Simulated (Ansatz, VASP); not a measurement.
One calculation of MoS2, two programs

```xyz
6
Lattice="3.1690 0.0000 0.0000 -1.5845 2.7444 0.0000 0.0000 0.0000 12.3240" Properties=species:S:1:pos:R:3 pbc="T T T"
Mo    0.0000    1.8296    3.0810
Mo    1.5845    0.9148    9.2430
S     0.0000    1.8296    7.6779
S     1.5845    0.9148    1.5159
S     0.0000    1.8296   10.8081
S     1.5845    0.9148    4.6461
```

Change from the starting cell: parallel moments scaled by 0.1, free total moment.

Alike in both runs: task single point; functional PBE; k mesh 8 × 8 × 2; occupations gaussian, width 0.05 eV; collinear spin; Hubbard terms Mo d U = 4.38 eV.

|  | VASP | Ansatz |
| --- | --- | --- |
| version | VASP 6.6.1 | Ansatz 0.2.0 |
| potentials or method | VASP PAW PBE potentials, release 64 (Mo_sv, S), cutoff 520 eV | PAW, plane waves, scalar-relativistic |
| valence electrons in the cell | 52 | 52 |

|  | VASP | Ansatz | Ansatz less VASP |
| --- | --- | --- | --- |
| pressure (GPa) | 4.6 | 2.0 | -2.55 |
| traceless stress, the component that is largest in VASP (GPa) | 0.40 | 0.05 | -0.355 |
| rms of the force components (eV/Å) | 0.107 | 0.036 | -0.0705 |
| net moment per atom (μB) | 0.00 | 0.00 | 0.000 |

The programs project onto different local orbitals, so the same U acts differently, and such runs can settle in different states. Atom by atom the forces differ by 0.143 eV/Å (rms over components). Ansatz's warnings: seeded moment not kept.
